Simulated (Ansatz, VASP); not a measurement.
# LaHg2Ge2: VASP beside Ansatz

INCAR

```
SYSTEM = LaHg2Ge2
ALGO = Normal
EDIFF = 1E-6
ENCUT = 520
GGA = PE
ISIF = 2
ISMEAR = 0
LASPH = .TRUE.
LCHARG = .TRUE.
LELF = .TRUE.
LREAL = .FALSE.
LVHAR = .TRUE.
LWAVE = .FALSE.
NBANDS = 40
NELM = 60
PREC = Accurate
SIGMA = 0.1175
```

KPOINTS

```
k-points
0
G
  8 8 8
  0 0 0
```

File POSCAR:

```
LaHg2Ge2
1.0
    0.0000000000      4.6727200000      0.0000000000
    4.6727200000      0.0000000000      0.0000000000
    2.3363600000      2.3363600000     -5.9960400000
Ge La Hg
2 1 2
Direct
    0.7500000000      0.2500000000      0.5000000000
    0.2500000000      0.7500000000      0.5000000000
    0.0000000000      0.0000000000      0.0000000000
    0.3780000000      0.3780000000      0.2440000000
    0.6220000000      0.6220000000      0.7560000000
```

Input for Ansatz:

```yaml
crystal:
  lattice:
    - [0.0, 4.67272, 0.0]
    - [4.67272, 0.0, 0.0]
    - [2.33636, 2.33636, -5.99604]
  atoms:
    - { symbol: Ge, position: [0.75, 0.25, 0.5] }
    - { symbol: Ge, position: [0.25, 0.75, 0.5] }
    - { symbol: La, position: [0.0, 0.0, 0.0] }
    - { symbol: Hg, position: [0.378, 0.378, 0.244] }
    - { symbol: Hg, position: [0.622, 0.622, 0.756] }
  symmetry: { tolerance: 0.0003 }
kpoints:
  mp_grid: { grid: [8, 8, 8], shift: [0, 0, 0] }
  band_path:
    path:
      - [0.0, 0.0, 0.0]
      - [0.5, 0.5, 0.5]
      - [0.5, 0.5, 0.25]
      - [0.0, 0.5, 0.0]
      - [0.0, 0.0, 0.0]
      - [0.0, 0.0, -0.5]
      - [0.0, 0.42408624, -0.28795688]
      - [0.0, 0.57591376, 0.28795688]
      - [0.0, 0.0, 0.0]
      - [0.5, 0.5, 0.5]
      - [0.42408624, 0.57591376, 0.5]
    npoints: 6
magnetization:
  spin_polarized: false
scf:
  occupations: { method: gaussian, width: 0.1175 }
  lower_state_search: "off"
  max_iter: 200
hamiltonian:
  pseudopotentials: { kind: paw }
  xc: pbe
basis:
  ecutwfc: 420
  fft_grid_basis: typed
output:
  forces: true
  stress: true
  eigenvalues: true
  bader: true
  populations: true
  elf: true
  write_potential: true
  volumetric_format: npy
  dos:
    e_range: [-12, 8]
    de: 0.05
    projected: { site_lists: { Ge: [Ge], Hg: [Hg], La: [La] } }
checkpoint:
  read: saved_state
```

Alike in both runs: task single point; functional PBE; k mesh 8 × 8 × 8; occupations gaussian, width 0.1175 eV; no spin polarisation.

|  | VASP | Ansatz |
| --- | --- | --- |
| version | VASP 6.6.1 | Ansatz 0.2.0 |
| potentials or method | VASP PAW PBE potentials, release 64 (Ge_d, La, Hg), cutoff 520 eV | PAW plane waves |
| valence electrons in the cell | 63 | 79 |

VASP gave:

- pressure (GPa): -2.6
- traceless stress, the component that is largest in VASP (GPa): -2.92
- rms of the force components (eV/Å): 0.184

What did Ansatz give for the same quantities?

Pressure (GPa): -2.7; traceless stress, the component that is largest in VASP (GPa): -2.97; rms of the force components (eV/Å): 0.180.

Atom by atom the forces differ by 0.004 eV/Å (rms over components). With one functional, cell and mesh, what is left measures potentials, basis and numerics. VASP's potentials hold 63 valence electrons a cell and Ansatz's 79, so a difference there can come from the potentials and not from the codes.

Neither program's run includes spin-orbit coupling.
